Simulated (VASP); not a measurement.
# GaSb (I-4m2) in VASP: single point with r2SCAN

Aim: the single point of GaSb with r2SCAN.

Program: VASP 6.6.1. These are calculated values, not measurements. Logs are shortened: lines on timing, memory, paths and dates and some standing lists are left out, and cuts for length are marked.

### Step 1. The cell of the first run

Symmetry: I-4m2, No. 119, tetragonal system. The conventional cell has a = 4.336 Å, b = 4.336 Å, c = 5.940 Å, α = 90.00°, β = 90.00°, γ = 90.00°. Ga (site symmetry -4m2) has 4 Sb at 2.63 Å within 3.5 Å. Within 3.5 Å of Sb (site symmetry -4m2) lie 4 Ga at 2.63 Å.

### Step 2. Single point, r2SCAN (uniaxial x strain -3.1%)

Input file POSCAR:

```
GaSb
1.0
    0.0000000000      3.0658787992      3.0658787992
    2.9702233807      0.0000000000      3.0658787992
    2.9702233807      3.0658787992      0.0000000000
Ga Sb
1 1
Direct
    0.0000000000      0.0000000000      0.0000000000
    0.2500000000      0.2500000000      0.2500000000
```

Input file INCAR.step1:

```
SYSTEM = GaSb
ALGO = Normal
EDIFF = 1E-4
ENCUT = 520
GGA = PE
ISMEAR = -1
LASPH = .TRUE.
LCHARG = .FALSE.
LREAL = .FALSE.
LWAVE = .TRUE.
NBANDS = 16
NELM = 80
PREC = Accurate
SIGMA = 0.02
```

Input file INCAR.step2:

```
SYSTEM = GaSb
ALGO = Normal
EDIFF = 1E-7
ENCUT = 520
ISIF = 2
ISMEAR = -1
ISTART = 1
LASPH = .TRUE.
LCHARG = .FALSE.
LMIXTAU = .TRUE.
LREAL = .FALSE.
LWAVE = .FALSE.
METAGGA = R2SCAN
NBANDS = 16
NELM = 80
PREC = Accurate
SIGMA = 0.02
```

Input file KPOINTS:

```
k-points
0
G
  8 8 8
  0 0 0
```

Potentials or basis: VASP PAW PBE potentials, release 64 (Ga_d, Sb).

Command:

```sh
$ cat potpaw_PBE.64/Ga_d/POTCAR potpaw_PBE.64/Sb/POTCAR > POTCAR
$ cp INCAR.step1 INCAR
$ mpirun -np 1 vasp_std > vasp.out
$ cp INCAR.step2 INCAR
$ mpirun -np 1 vasp_std > vasp.out
```

OUTCAR:

```text
SYSTEM = GaSb
   EDIFF = 1E-7
   ENCUT = 520
   ISIF = 2
   ISMEAR = -1
   ISTART = 1
   LASPH = .TRUE.
   LREAL = .FALSE.
   METAGGA = R2SCAN
   NELM = 80
   PREC = Accurate

 ion  position               nearest neighbor table
   1  0.000  0.000  0.000-   2 2.63   2 2.63   2 2.63   2 2.63
   2  0.250  0.250  0.250-   1 2.63   1 2.63   1 2.63   1 2.63

  LATTYP: Found a body centered tetragonal cell.
 ALAT       =     4.3358073784
 C/A-ratio  =     1.3700900992

  Lattice vectors:

 A1 = (  -2.9702233807,   0.0000000000,  -3.0658787992)
 A2 = (  -2.9702233807,   0.0000000000,   3.0658787992)
 A3 = (   2.9702233807,   3.0658787992,   0.0000000000)

Analysis of symmetry for initial positions (statically):
=====================================================================
 Subroutine PRICEL returns:
 Original cell was already a primitive cell.

 Routine SETGRP: Setting up the symmetry group for a
 body centered tetragonal supercell.

 Subroutine GETGRP returns: Found  8 space group operations
 (whereof  8 operations were pure point group operations)
 out of a pool of 16 trial point group operations.

The static configuration has the point symmetry D_2d.

Analysis of symmetry for dynamics (positions and initial velocities):
=====================================================================
 Subroutine PRICEL returns:
 Original cell was already a primitive cell.

 Routine SETGRP: Setting up the symmetry group for a
 body centered tetragonal supercell.

 Subroutine GETGRP returns: Found  8 space group operations
 (whereof  8 operations were pure point group operations)
 out of a pool of 16 trial point group operations.

The dynamic configuration has the point symmetry D_2d.

 Subroutine INISYM returns: Found  8 space group operations
 (whereof  8 operations are pure point group operations),
 and found     1 'primitive' translations

----------------------------------------------------------------------------------------

                                     Primitive cell

  volume of cell :      55.8379

  direct lattice vectors                    reciprocal lattice vectors
     0.000000000  3.065878799  3.065878799    -0.168337507  0.163085377  0.163085377
     2.970223381  0.000000000  3.065878799     0.168337507 -0.163085377  0.163085377
     2.970223381  3.065878799  0.000000000     0.168337507  0.163085377 -0.163085377

  length of vectors
     4.335807378  4.268704691  4.268704691     0.285536682  0.285536682  0.285536682

  position of ions in fractional coordinates (direct lattice)
     0.000000000  0.000000000  0.000000000
     0.250000000  0.250000000  0.250000000

  ion indices of the primitive-cell ions
   primitive index   ion index
                 1           1
                 2           2

----------------------------------------------------------------------------------------

 KPOINTS: k-points

Automatic generation of k-mesh.
 Grid dimensions read from file:
 generate k-points for:    8    8    8

 Generating k-lattice:

  Cartesian coordinates                     Fractional coordinates (reciprocal lattice)
    -0.021042188  0.020385672  0.020385672     0.125000000  0.000000000  0.000000000
     0.021042188 -0.020385672  0.020385672     0.000000000  0.125000000  0.000000000
     0.021042188  0.020385672 -0.020385672     0.000000000  0.000000000  0.125000000

  Length of vectors
     0.035692085  0.035692085  0.035692085

  Shift w.r.t. Gamma in fractional coordinates (k-lattice)
     0.000000000  0.000000000  0.000000000

 Subroutine IBZKPT returns following result:
 ===========================================

 Found     59 irreducible k-points:

 Following reciprocal coordinates:
            Coordinates               Weight
  0.000000  0.000000  0.000000      1.000000
  0.125000  0.000000  0.000000      8.000000
  0.250000  0.000000  0.000000      8.000000
  0.375000  0.000000  0.000000      8.000000
  0.500000  0.000000  0.000000      4.000000
  0.125000  0.125000  0.000000      4.000000
[... 16 lines left out ...]
  0.250000  0.125000  0.125000      4.000000
  0.375000  0.125000  0.125000      8.000000
 [... further k-points ...]
   k-points           NKPTS =     59   k-points in BZ     NKDIM =     59   number of bands    NBANDS=     16
   number of dos      NEDOS =    301   number of ions     NIONS =      2
   total plane-waves  NPLWV =  32768
   dimension x,y,z NGX =    32 NGY =   32 NGZ =   32
   dimension x,y,z NGXF=    64 NGYF=   64 NGZF=   64
   ions per type =               1   1
   NGX,Y,Z   is equivalent  to a cutoff of  12.27, 12.46, 12.46 a.u.
   NGXF,Y,Z  is equivalent  to a cutoff of  24.54, 24.92, 24.92 a.u.
 SYSTEM =  GaSb
   PREC   = accura    normal or accurate (medium, high low for compatibility)
   ISTART =      1    job   : 0-new  1-cont  2-samecut
   ICHARG =      0    charge: 1-file 2-atom 10-const
   ISPIN  =      1    spin polarized calculation?
   LNONCOLLINEAR =      F non collinear calculations
   LSORBIT =      F    spin-orbit coupling
   LASPH  =      T    aspherical Exc in radial PAW
   ENCUT  =  520.0 eV  38.22 Ry    6.18 a.u.   8.06  7.94  7.94*2*pi/ulx,y,z
   NELM   =     80;   NELMIN=  2; NELMDL=  0     # of ELM steps
   EDIFF  = 0.1E-06   stopping-criterion for ELM
   LREAL  =      F    real-space projection
   EDIFFG = 0.1E-05   stopping-criterion for IOM
   NSW    =      0    number of steps for IOM
   IBRION =     -1    ionic relax: 0-MD 1-quasi-New 2-CG
   NFREE  =      0    steps in history (QN), initial steepest desc. (CG)
   ISIF   =      2    stress and relaxation
   ISYM   =      2    0-nonsym 1-usesym 2-fastsym
   POTIM  = 0.5000    time-step for ionic-motion
   TEBEG  =    0.0;   TEEND  =   0.0 temperature during run
   PSTRESS=    0.0 pullay stress
   NELECT =      18.0000    total number of electrons
   NUPDOWN=      -1.0000    fix difference up-down
   EMIN   =  10.00;   EMAX   =-10.00  energy-range for DOS
   EFERMI =   0.00;   METHOD = LEGACY
   ISMEAR =    -1;   SIGMA  =   0.02  broadening in eV -4-tet -1-fermi 0-gaus
   EFERMI_NEDOS =   21; number of points for ismear=-14 and -15
   IALGO  =     38    algorithm
   IMIX   =      4    mixing-type and parameters
     AMIX     =   0.40;   BMIX     =  1.00
     AMIX_MAG =   1.60;   BMIX_MAG =  1.00
  volume/ion in A,a.u.               =      27.92       188.41
  Fermi-wavevector in a.u.,A,eV,Ry     =   1.122508  2.121232 17.143659  1.260023
  Thomas-Fermi vector in A             =   2.259168
   LORBIT       =      0    0 simple, 1 ext, 2 COOP (PROOUT), +10 PAW based schemes
   METAGGA = R2SCAN    functional components
   LHFCALC =     F    Hartree Fock is set to
   AEXX    =    0.0000 exact exchange contribution
   IVDW    =     0    specifies the selected vdW correction
   LEPSILON=     F    determine dielectric tensor
   LRPA    =     F    only Hartree local field effects (RPA)
 non-spin polarized calculation
  energy-cutoff  :      520.00
  volume of cell :       55.84
 maximum number of plane-waves:      1519
   NGX = 17   NGY = 15   NGZ = 15

 number of electron      17.9999990 magnetization

 Free energy of the ion-electron system (eV)
  ---------------------------------------------------
  ext. energy  EPLUGINS =         0.00000000
  ---------------------------------------------------
  free energy    TOTEN  =       -37.58406693 eV

  energy without entropy =      -37.58406692  energy(sigma->0) =      -37.58406693

 E-fermi :   5.3275     XC(G=0):  -9.8384

 val. band max:        5.0740154648   @ k =   0.0000   0.0000   0.0000
 cond. band min:       5.5815137797   @ k =   0.0000   0.0000   0.0000
 fundamental gap:      0.5074983149
 Fermi energy:         5.3274542561

 k-point     1 :       0.0000    0.0000    0.0000
  band No.  band energies     occupation
      1     -10.6026      2.00000
      2     -10.6026      2.00000
      3     -10.5986      2.00000
      4     -10.5422      2.00000
      5     -10.5384      2.00000
      6      -7.1657      2.00000
[... 8 lines left out ...]
     15      13.7428      0.00000
     16      14.2442      0.00000

 k-point     2 :       0.1250    0.0000    0.0000
  band No.  band energies     occupation
      1     -10.6066      2.00000
      2     -10.6004      2.00000
      3     -10.5975      2.00000
      4     -10.5425      2.00000
      5     -10.5385      2.00000
      6      -6.9914      2.00000
[... 8 lines left out ...]
     15      13.0257      0.00000
     16      13.3528      0.00000

 k-point     3 :       0.2500    0.0000    0.0000
  band No.  band energies     occupation
      1     -10.6183      2.00000
      2     -10.5955      2.00000
      3     -10.5929      2.00000
      4     -10.5430      2.00000
      5     -10.5385      2.00000
      6      -6.4941      2.00000
[... 8 lines left out ...]
     15      12.9414      0.00000
     16      13.1298      0.00000

 k-point     4 :       0.3750    0.0000    0.0000
  band No.  band energies     occupation
      1     -10.6298      2.00000
      2     -10.5912      2.00000
      3     -10.5887      2.00000
      4     -10.5429      2.00000
      5     -10.5378      2.00000
      6      -5.7985      2.00000
[... 8 lines left out ...]
     15      14.0255      0.00000
     16      14.1115      0.00000
[... 324 lines left out ...]
 k-point    22 :       0.0000    0.1250    0.1250
  band No.  band energies     occupation
      1     -10.6080      2.00000
      2     -10.5984      2.00000
      3     -10.5984      2.00000
      4     -10.5441      2.00000
      5     -10.5375      2.00000
      6      -6.9245      2.00000
[... 8 lines left out ...]
     15      12.5565      0.00000
     16      13.9674      0.00000

 k-point    23 :       0.2500    0.1250    0.1250
  band No.  band energies     occupation
      1     -10.6149      2.00000
      2     -10.5980      2.00000
      3     -10.5922      2.00000
      4     -10.5420      2.00000
      5     -10.5396      2.00000
      6      -6.7151      2.00000
[... 8 lines left out ...]
     15      13.0942      0.00000
     16      13.2443      0.00000

 k-point    24 :       0.3750    0.1250    0.1250
  band No.  band energies     occupation
      1     -10.6258      2.00000
      2     -10.5929      2.00000
      3     -10.5880      2.00000
      4     -10.5423      2.00000
      5     -10.5397      2.00000
      6      -6.1403      2.00000
[... 8 lines left out ...]
     15      13.5875      0.00000
     16      14.8788      0.00000

 [... further k-points ...]

------------------------ aborting loop because EDIFF is reached ----------------------------------------

  FORCE on cell =-STRESS in cart. coord.  units (eV):
  Direction    XX          YY          ZZ          XY          YZ          ZX
  --------------------------------------------------------------------------------------
  -------------------------------------------------------------------------------------
  Total        1.0212023      0.5020565      0.5020565      0.0000000      0.0000000      0.0000000
  in kB       29.3017316     14.4056899     14.4056899      0.0000000      0.0000000      0.0000000
  external PRESSURE =      19.3710372 kB  Pullay stress =       0.0000000 kB

 VOLUME and BASIS-vectors are now :
 -----------------------------------------------------------------------------
  energy-cutoff  :      520.00
  volume of cell :       55.84
      direct lattice vectors                 reciprocal lattice vectors
     0.000000000  3.065878799  3.065878799    -0.168337507  0.163085377  0.163085377
     2.970223381  0.000000000  3.065878799     0.168337507 -0.163085377  0.163085377
     2.970223381  3.065878799  0.000000000     0.168337507  0.163085377 -0.163085377

 POSITION                                       TOTAL-FORCE (eV/Angst)
 -----------------------------------------------------------------------------------
      0.00000      0.00000      0.00000         0.000000     -0.000000     -0.000000
      1.48511      1.53294      1.53294        -0.000000      0.000000      0.000000
 -----------------------------------------------------------------------------------
    total drift:                                0.000010     -0.000007     -0.000007

  FREE ENERGIE OF THE ION-ELECTRON SYSTEM (eV)
  ---------------------------------------------------
  free  energy   TOTEN  =       -37.5840669286 eV

  energy  without entropy=      -37.5840669218  energy(sigma->0) =      -37.58406693
```

Run time: 90 s. Hardware: 1 thread of Intel Xeon Platinum 8488C (Sapphire Rapids), shared host; peak memory 0.22 GiB.

What came out:

```
Free energy            : -37.5841 eV
Pressure               : 1.9 GPa
Band gap on the k mesh : 0.51 eV, direct
```

Stress tensor (GPa, compression positive):
```
2.93 0.00 0.00
0.00 1.44 0.00
0.00 0.00 1.44
```

Levels at points of the mesh, in eV from the valence-band top:
| k point | band 7 | band 8 | band 9 | band 10 | band 11 | band 12 |
| --- | --- | --- | --- | --- | --- | --- |
| (0.00, 0.00, 0.00) | -0.19 | -0.19 | 0.00 | 0.51 | 2.78 | 2.88 |
| (0.50, 0.00, 0.00) | -6.84 | -1.51 | -1.26 | 0.60 | 3.79 | 3.99 |
| (0.50, 0.50, 0.00) | -7.35 | -2.86 | -2.83 | 1.06 | 1.38 | 9.24 |
| (0.00, 0.50, 0.50) | -7.19 | -3.05 | -3.05 | 0.79 | 1.17 | 9.32 |

Caveat: the cell differs from its parent crystal (uniaxial x strain -3.1%); the PAW data sets were made with another functional, which shifts forces and pressure a little; spin-orbit coupling is left out, which moves the levels of the heavy elements.
